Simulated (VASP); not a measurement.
Input of a VASP 6.6.1 run:

INCAR

```
PREC = Accurate ; ENCUT = 600
EDIFF = 1E-7 ; ISMEAR = 0
SIGMA = 0.1 ; LREAL = False
LASPH = True ; NELM = 60
ALGO = Normal ; ISIF = 3
LWAVE = False ; LCHARG = False
GGA = PS ; IBRION = 2
NSW = 80 ; EDIFFG = -0.01
```

KPOINTS

```
regular mesh
0
Gamma
  12 12 8
```

Contents of POSCAR:

```
Na
1.0
    3.7315383696      0.0000000000      0.0000000000
   -1.8657691848      3.2316070232      0.0000000000
    0.0000000000      0.0000000000      5.9800025878
Na
2
Direct
    0.3333333333      0.6666666667      0.2500000000
    0.6666666667      0.3333333333      0.7500000000
```

Potentials or basis: VASP PAW PBE potentials, release 64 (Na_pv).

Command:

```bash
$ cat potpaw_PBE.64/Na_pv/POTCAR > POTCAR
$ mpirun -np 1 vasp_std > vasp.out
```

(1) Estimate the relaxed volume.

(2) What does it give for the band gap on the k mesh?

(3) What does it give for the relaxed cell?

(4) Predict the space group after relaxing (to 0.05 Å).

## Answers

(1) 36.33 Å³/atom.

(2) zero (band 7 reaches 2.43 eV, above the bottom of band 8 at -1.90 eV).

(3) a = 3.733 Å, b = 3.733 Å, c = 6.020 Å, α = 90.00°, β = 90.00°, γ = 120.00°.

(4) P6_3/mmc (No. 194).

Caveat: the PAW data sets were made with another functional, which shifts forces and pressure a little.
